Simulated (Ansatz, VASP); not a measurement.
**InSb in VASP and in Ansatz**

```xyz
2
Lattice="0.0000 3.2348 3.2348 3.2348 0.0000 3.2348 3.2348 3.2348 0.0000" Properties=species:S:1:pos:R:3 pbc="T T T"
In    0.0000    0.0000    0.0000
Sb    1.6174    1.6174    1.6174
```

Alike in both runs: functional r2SCAN; k mesh 9 × 9 × 9; occupations fermi-dirac, width 0.1 eV; no spin polarisation.

Ansatz relaxed the structure, and its values are those at the end. VASP's run is a single point on that final structure, the one shown.

|  | VASP | Ansatz |
| --- | --- | --- |
| version | VASP 6.6.1 | Ansatz 0.2.0 |
| potentials or method | VASP PAW PBE potentials, release 64 (In_d, Sb), cutoff 520 eV | PAW plane waves |
| valence electrons in the cell | 18 | 28 |

```tsv
	VASP	Ansatz	Ansatz less VASP
pressure (GPa)	1.9	1.9	+0.02
```

VASP's potentials were made for PBE, not for r2SCAN. VASP's potentials hold 18 valence electrons a cell and Ansatz's 28, so a difference there can come from the potentials and not from the codes. Ansatz's warnings: stress scf threshold loose.

Neither program's run includes spin-orbit coupling.
